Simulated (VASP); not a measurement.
Here is a VASP 6.6.1 calculation.

The input INCAR:

```
SYSTEM = BN
PREC = Accurate
ENCUT = 520
EDIFF = 1E-6
ISMEAR = 0
SIGMA = 0.01
LREAL = .FALSE.
LASPH = .TRUE.
NELM = 100
ALGO = Normal
ISIF = 2
LWAVE = .FALSE.
LCHARG = .TRUE.
GGA = PE
LELF = .TRUE.
LVHAR = .TRUE.
NBANDS = 11
```

File KPOINTS:

```
Automatic mesh
0
G
  10 10 10
  0 0 0
```

The input POSCAR:

```
BN
1.0
    0.0000000000      1.8122639358      1.8122639358
    1.8122639358      0.0000000000      1.8122639358
    1.8122639358      1.8122639358      0.0000000000
B N
1 1
Direct
    0.0000000000      0.0000000000      0.0000000000
    0.2500000000      0.2500000000      0.2500000000
```

Potentials or basis: VASP PAW PBE potentials, release 64 (B, N).

Launch:

```console
$ cat potpaw_PBE.64/B/POTCAR potpaw_PBE.64/N/POTCAR > POTCAR
$ mpirun -np 1 vasp_std > vasp.out
```

Problem. What does it give for the band gap on the k mesh?

Solution. 4.45 eV, indirect (least direct gap 8.78 eV).

Problem. Predict the pressure.

Solution. 0.3 GPa.

A k mesh can miss the band edges. As with any semilocal functional, this PBE gap is likely too small.
